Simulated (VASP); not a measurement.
Here is a VASP 6.6.1 calculation.

File INCAR:

```
SYSTEM = MnO2
PREC = Accurate ; ENCUT = 600
EDIFF = 1E-6 ; ISMEAR = -1
SIGMA = 0.05 ; LREAL = .False.
LASPH = .True. ; NELM = 200
ALGO = Normal ; ISIF = 2
LWAVE = .False. ; LCHARG = .False.
ISPIN = 2 ; MAGMOM = 4 4 0 0 0 0
LORBIT = 11 ; LMAXMIX = 4
GGA = PS ; NBANDS = 40
GGA_COMPAT = .False.
```

The input KPOINTS:

```
regular mesh
0
Gamma
  6 6 9
  0 0 0
```

File POSCAR:

```
MnO2
1.0
    4.4583253442      0.0000000000      0.0000000000
    0.0000000000      4.4583253442      0.0000000000
    0.0000000000      0.0000000000      2.9048069764
Mn O
2 4
Direct
    0.5000000000      0.5000000000      0.5000000000
    0.0000000000      0.0000000000      0.0000000000
    0.8049161500      0.1950838500      0.5000000000
    0.6950838500      0.6950838500      0.0000000000
    0.1950838500      0.8049161500      0.5000000000
    0.3049161500      0.3049161500      0.0000000000
```

Potentials or basis: VASP PAW PBE potentials, release 64 (Mn_sv, O).

The run is started by

```bash
$ cat potpaw_PBE.64/Mn_sv/POTCAR potpaw_PBE.64/O/POTCAR > POTCAR
$ mpirun -np 1 vasp_std > vasp.out
```

(1) Estimate the site moments.

(2) What does it give for the net moment?

(3) What does it give for the pressure?

(4) What does it give for the band gap on the k mesh?

Results:

(1) Mn +2.63; O +0.08 μB.

(2) 6.00 μB per cell.

(3) -13.1 GPa.

(4) zero (filled and empty bands overlap).

Caveat: the cell stands under tension; the PAW data sets were made with another functional, which shifts forces and pressure a little; semilocal functionals often make such compounds metallic where correlation or magnetic order opens a gap, which also shifts bond lengths.
